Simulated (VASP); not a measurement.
## Tl: single point with PBEsol

The system is Tl.

```xyz
2
Lattice="3.4560 0.0000 0.0000 -1.7280 2.9930 0.0000 0.0000 0.0000 5.5250" Properties=species:S:1:pos:R:3 pbc="T T T"
Tl   -0.3508    1.9938    1.5138
Tl    1.7280    0.9977    4.1438
```

This cell differs from its parent crystal: one atom moved.

* Program: VASP 6.6.1
* Task: single point
* Functional: PBEsol
* Potentials or basis: VASP PAW PBE potentials, release 64 (Tl_d)
* Cutoff: 500 eV
* k mesh: 12 × 12 × 8
* Occupations: gaussian, width 0.1 eV
* Spin: no spin polarisation

```yaml
Pressure: 0.3 GPa
Largest_force: 0.434 eV/Å
Band_gap_on_the_k_mesh: zero (bands 13 and 14 overlap by 5.83 eV)
```

Forces on the atoms (eV/Å):
```
Tl   0.129  0.043 -0.412
Tl  -0.129 -0.043  0.412
```

Stress tensor (GPa, compression positive):
```
 0.11  0.65 -0.38
 0.65  0.14 -0.12
-0.38 -0.12  0.79
```

Levels at points of the mesh, in eV from the Fermi level:
| k point | band 11 | band 12 | band 13 | band 14 | band 15 | band 16 |
| --- | --- | --- | --- | --- | --- | --- |
| (0.00, 0.00, 0.00) | -10.13 | -5.10 | -2.88 | 7.50 | 8.56 | 9.06 |
| (0.50, 0.00, 0.00) | -5.50 | -5.26 | -0.31 | 0.23 | 2.09 | 2.91 |
| (0.00, 0.50, 0.00) | -5.87 | -4.71 | -0.72 | 0.44 | 1.34 | 3.82 |
| (0.50, 0.50, 0.00) | -6.08 | -4.17 | -1.19 | 0.56 | 0.83 | 3.87 |
| (0.00, 0.00, 0.50) | -9.01 | -8.31 | 3.05 | 3.66 | 8.72 | 8.86 |
| (0.50, 0.00, 0.50) | -4.69 | -4.59 | -2.58 | -2.44 | 5.18 | 5.67 |
| (0.00, 0.50, 0.50) | -4.96 | -4.59 | -2.48 | -2.13 | 5.04 | 5.38 |
| (0.50, 0.50, 0.50) | -5.20 | -4.70 | -2.25 | -1.81 | 5.16 | 5.63 |

It took 2.5 min on 1 thread of Intel(R) Xeon(R) 6975P-C (Granite Rapids), with other jobs on the host, peak memory 0.57 GiB.

Caveat: the cell differs from its parent crystal (one atom moved); the PAW data sets were made with another functional, which shifts forces and pressure a little; spin-orbit coupling is left out, which moves the levels of the heavy elements.
